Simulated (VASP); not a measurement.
A run of VASP 6.6.1 is set up as follows.

Contents of INCAR:

```
PREC = Accurate
ENCUT = 600
EDIFF = 1E-6
ISMEAR = 0
SIGMA = 0.02
LREAL = F
LASPH = T
NELM = 120
ALGO = Normal
ISIF = 2
LWAVE = F
LCHARG = F
GGA = PE
NBANDS = 11
GGA_COMPAT = F
```

The input KPOINTS:

```
Automatic mesh
0
Gamma
  12 12 12
```

Contents of POSCAR:

```
C
1.0
    0.0000000000      1.7857952412      1.7857952412
    1.7857952412      0.0000000000      1.7857952412
    1.7857952412      1.7857952412      0.0000000000
C
2
Direct
    0.5000000000      0.5000000000      0.5000000000
    0.7500000000      0.7500000000      0.7500000000
```

Potentials or basis: VASP PAW PBE potentials, release 64 (C).

Command:

```console
$ cat potpaw_PBE.64/C/POTCAR > POTCAR
$ mpirun -np 1 vasp_std > vasp.out
```

(1) What does it give for the pressure?

(2) Estimate the band gap on the k mesh.

## Answers

(1) 0.0 GPa.

(2) 4.14 eV (least direct gap 5.58 eV).
